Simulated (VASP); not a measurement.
A run of VASP 6.6.1:

POSCAR

```
AlN
1.0
    3.1110021516      0.0000000000      0.0000000000
   -1.5555010758      2.6942068945      0.0000000000
    0.0000000000      0.0000000000      4.9780000000
Al N
2 2
Direct
    0.3333333333      0.6666666667      0.0000000000
    0.6666666667      0.3333333333      0.5000000000
    0.3890083449      0.7780166898      0.3850000000
    0.6666666667      0.3333333333      0.8850000000
```

File INCAR.step1:

```
ALGO = Normal
EDIFF = 1E-4
ENCUT = 520
GGA = PE
ISMEAR = 0
LASPH = True
LCHARG = False
LREAL = False
LWAVE = True
NBANDS = 16
NELM = 100
PREC = Accurate
SIGMA = 0.05
```

The input INCAR.step2:

```
ALGO = Normal
EDIFF = 1E-7
ENCUT = 520
ISIF = 2
ISMEAR = 0
ISTART = 1
LASPH = True
LCHARG = False
LMIXTAU = True
LREAL = False
LWAVE = False
METAGGA = R2SCAN
NBANDS = 16
NELM = 100
PREC = Accurate
SIGMA = 0.05
```

Contents of KPOINTS:

```
k-points
0
Gamma
  12 12 6
```

Potentials or basis: VASP PAW PBE potentials, release 64 (Al, N).

The run is started by

```sh
$ cat potpaw_PBE.64/Al/POTCAR potpaw_PBE.64/N/POTCAR > POTCAR
$ cp INCAR.step1 INCAR
$ mpirun -np 1 vasp_std > vasp.out
$ cp INCAR.step2 INCAR
$ mpirun -np 1 vasp_std > vasp.out
```

Hardware: 1 thread of Intel Xeon 8259CL, on a shared host.

Q: Estimate the wall time of this run.

A: Run time: 5.7 min on 1 thread of Intel Xeon 8259CL, on a shared host, peak memory 0.27 GiB. Counts: k points 242.
